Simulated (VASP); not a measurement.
Crystal: Be2H3Br.

```
Be H Br
1.0
     2.72663    1.57422    2.43741
    -2.72663    1.57422    2.43741
     0.00000   -3.14844    2.43741
Be H Br
2 3 1
Cartesian
  0.0000 0.0000 2.5428
  0.0000 0.0000 4.7694
  1.3633 0.7871 1.2187
  -1.3633 0.7871 1.2187
  0.0000 -1.5742 1.2187
  0.0000 0.0000 0.0000
```

| Item | Value |
| --- | --- |
| Program | VASP 6.6.1 |
| Task | relaxation of cell and atoms |
| Functional | PBE |
| Potentials or basis | VASP PAW PBE potentials, release 64 (Be, H, Br) |
| Cutoff | 600 eV |
| k mesh | 12 × 12 × 12 |
| Occupations | gaussian, width 0.1 eV |
| Spin | no spin polarisation |

At the start: pressure 1.9 GPa; volume 10.46 Å³/atom.

Where does the relaxation end?

Over 16 steps the energy falls by 20.2 meV/atom and the volume is 12.08 Å³/atom (+15.4 %); space group R-3m (No. 166, to 0.05 Å).

Step by step:
| step | energy change (eV) | largest force (eV/Å) | pressure (GPa) | volume (Å³) |
| --- | --- | --- | --- | --- |
| 1 | 0.0000 | 0.1773 | 1.92 | 62.77 |
| 2 | -0.0148 | 0.1402 | 1.16 | 63.92 |
| 3 | -0.0281 | 0.0532 | -0.89 | 67.40 |
| 4 | -0.0289 | 0.0671 | -0.54 | 66.71 |
| 5 | -0.0434 | 0.0361 | -0.44 | 67.25 |
| 6 | -0.0827 | 0.0748 | -0.13 | 68.79 |
| 7 | -0.0742 | 0.5857 | 0.68 | 71.54 |
| 8 | -0.0980 | 0.2678 | 0.17 | 70.10 |
| 9 | -0.1174 | 0.1162 | 0.13 | 71.32 |
| 10 | -0.1207 | 0.0486 | 0.14 | 72.09 |
| 11 | -0.1208 | 0.0109 | 0.16 | 71.94 |
| 12 | -0.1208 | 0.0195 | 0.16 | 71.98 |
| 13 | -0.1211 | 0.0087 | -0.09 | 72.51 |
| 14 | -0.1211 | 0.0108 | -0.01 | 72.41 |
| 15 | -0.1211 | 0.0101 | -0.04 | 72.43 |
| 16 | -0.1211 | 0.0077 | -0.01 | 72.45 |

Final structure:
```
Be H Br
1.0
     3.05279    1.76253    2.24430
    -3.05279    1.76253    2.24430
     0.00000   -3.52506    2.24430
Be H Br
2 3 1
Direct
  0.33718 0.33718 0.33718
  0.66282 0.66282 0.66282
  0.50000 0.00000 0.00000
  0.00000 0.50000 0.00000
  0.00000 0.00000 0.50000
  0.00000 0.00000 0.00000
```

Caveat: the volume moved by over 15 % at a fixed basis, so the end points are rough.
